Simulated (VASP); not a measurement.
The system is CaS.

```
CELL_PARAMETERS angstrom
0.00000 2.84793 2.84793
2.84793 0.00000 2.84793
2.84793 2.84793 0.00000
ATOMIC_POSITIONS crystal
Ca 0.00000 0.00000 0.00000
S 0.50000 0.50000 0.50000
```

Base run:

| Quantity | Value |
| --- | --- |
| Program | VASP 6.6.1 |
| Functional | r2SCAN |
| Potentials or basis | VASP PAW PBE potentials, release 64 (Ca_sv, S) |
| Cutoff | 550 eV |
| k mesh | 8 × 8 × 8 |
| Occupations | gaussian, width 0.01 eV |
| Spin | no spin polarisation |

Its results: band gap on the k mesh 2.80 eV, indirect (least direct gap 3.63 eV); pressure 0.3 GPa.

Task: After a change of settings the same cell gave: band gap on the k mesh 2.14 eV, indirect (least direct gap 2.96 eV); pressure -3.9 GPa. Which change was it?
A. functional from r2SCAN to PBE; cutoff from 550 eV to 500 eV; k mesh from 8 × 8 × 8 to 4 × 4 × 4
B. functional from r2SCAN to LDA; potentials or basis from VASP PAW PBE potentials, release 64 (Ca_sv, S) to VASP PAW LDA potentials, release 64 (Ca_sv, S); cutoff from 550 eV to 500 eV
C. functional from r2SCAN to PBE; cutoff from 550 eV to 500 eV; occupations from gaussian, width 0.01 eV to fermi-dirac, width 0.02 eV

Result: B.

Caveats: the PAW data sets were made with another functional, which shifts forces and pressure a little (some runs).
